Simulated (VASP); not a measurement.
**HfNbTe4: single point with PBE**

HfNbTe4:

```
CELL_PARAMETERS angstrom
3.83128 0.00000 0.00000
-1.91564 3.31799 0.00000
0.00000 0.00000 14.27134
ATOMIC_POSITIONS crystal
Hf 0.00000 0.00000 0.50000
Nb 0.00000 0.00000 0.00000
Te 0.66667 0.33333 0.62858
Te 0.66667 0.33333 0.12455
Te 0.33333 0.66667 0.87545
Te 0.33333 0.66667 0.37142
```

| Quantity | Value |
| --- | --- |
| Program | VASP 6.6.1 |
| Task | single point |
| Functional | PBE |
| Potentials or basis | VASP PAW PBE potentials, release 64 (Hf_pv, Nb_sv, Te) |
| Cutoff | 520 eV |
| k mesh | 6 × 6 × 2 |
| Occupations | gaussian, width 0.1 eV |
| Spin | no spin polarisation |

- Pressure: -0.1 GPa
- Largest force: 0.034 eV/Å

Forces on the atoms (eV/Å):
```
Hf   0.000  0.000  0.000
Nb   0.000  0.000  0.000
Te   0.000  0.000 -0.034
Te   0.000  0.000  0.011
Te   0.000  0.000 -0.011
Te   0.000  0.000  0.034
```

Stress tensor (GPa, compression positive):
```
-0.11  0.00  0.00
 0.00 -0.11  0.00
 0.00  0.00 -0.01
```

Levels at points of the mesh, in eV from the Fermi level:
```
           k point  band 20  band 21  band 22  band 23  band 24  band 25  band 26  band 27
(0.00, 0.00, 0.00)    -0.16    -0.16    -0.02     0.46     0.46     0.76     0.76     1.13
(0.50, 0.00, 0.00)    -1.98    -1.44    -1.08    -0.86    -0.70    -0.07     1.00     1.51
(0.00, 0.00, 0.50)    -0.17    -0.17     0.33     0.48     0.48     0.74     0.74     1.14
(0.50, 0.00, 0.50)    -1.99    -1.93    -1.02    -0.76    -0.75    -0.05     1.00     1.50
```

It took 78 s on 1 thread of Intel(R) Xeon(R) 6975P-C (Granite Rapids), on a shared host, peak memory 0.31 GiB.

Caveat: spin-orbit coupling is left out, which moves the levels of the heavy elements; this functional lacks dispersion, which binds the layers, so the pressure and a relaxed spacing across them are unreliable.
